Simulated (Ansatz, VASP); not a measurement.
# One calculation of Fe, two programs

```
Fe
1.0
     0.00000    1.96535    1.96541
     1.39120    0.00000    1.96541
     1.39120    1.96535    0.00000
Fe
1
Direct
  0.00000 0.00000 0.00000
```

Alike in both runs: functional PBEsol; k mesh 8 × 8 × 8; occupations gaussian, width 0.1 eV; collinear spin.

Ansatz relaxed the structure, and its values are those at the end. VASP's run is a single point on that final structure, the one shown.

|  | VASP | Ansatz |
| --- | --- | --- |
| version | VASP 6.6.1 | Ansatz 0.2.0 |
| potentials or method | VASP PAW PBE potentials, release 64 (Fe), cutoff 520 eV | scalar-relativistic, plane waves, PAW |
| valence electrons in the cell | 8 | 16 |

Ansatz gave:

* gap on the k mesh at the Fermi level (eV): none
* pressure (GPa): 0.3
* net moment per atom (μB): 2.00
* size of the moment on the site where the two differ most (μB): 2.03

Question: Estimate VASP's values.

Answer: gap on the k mesh at the Fermi level (eV): none; pressure (GPa): 0.1; net moment per atom (μB): 2.00; size of the moment on the site where the two differ most (μB): 1.98.

VASP's potentials were made for PBE, not for PBEsol. Site moments also hang on the region over which each program counts them. A gap of «none» marks a metal or a gap that the smearing closes. VASP's potentials hold 8 valence electrons a cell and Ansatz's 16, so a difference there can come from the potentials and not from the codes.

The k mesh is coarse, so the values compare programs but aren't converged.
